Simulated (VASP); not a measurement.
A run of VASP 6.6.1 is set up as follows.

INCAR

```
PREC = Accurate
ENCUT = 600
EDIFF = 1E-6
ISMEAR = -1
SIGMA = 0.1
LREAL = False
LASPH = True
NELM = 100
ALGO = Normal
ISIF = 3
LWAVE = False
LCHARG = False
GGA = PS
IBRION = 2
NSW = 100
EDIFFG = -0.002
```

Contents of KPOINTS:

```
Automatic mesh
0
Gamma
  16 16 8
```

Contents of POSCAR:

```
Ru
1.0
    2.7058000000      0.0000000000      0.0000000000
   -1.3529000000      2.3432915376      0.0000000000
    0.0000000000      0.0000000000      4.2819000000
Ru
2
Direct
    0.3333333333      0.6666666667      0.2500000000
    0.6666666667      0.3333333333      0.7500000000
```

Potentials or basis: VASP PAW PBE potentials, release 64 (Ru_pv).

Run with:

```console
$ cat potpaw_PBE.64/Ru_pv/POTCAR > POTCAR
$ mpirun -np 1 vasp_std > vasp.out
```

(1) What does it give for the relaxed volume?

(2) What does it give for the space group after relaxing (to 0.05 Å)?

(3) Estimate the relaxed cell.

(4) Estimate the band gap on the k mesh.

## Answers

(1) 13.32 Å³/atom.

(2) P6_3/mmc (No. 194).

(3) a = 2.692 Å, b = 2.692 Å, c = 4.246 Å, α = 90.00°, β = 90.00°, γ = 120.00°.

(4) zero (band 14 reaches 14.72 eV, above the bottom of band 15 at 11.43 eV).

Caveat: the PAW data sets were made with another functional, which shifts forces and pressure a little.
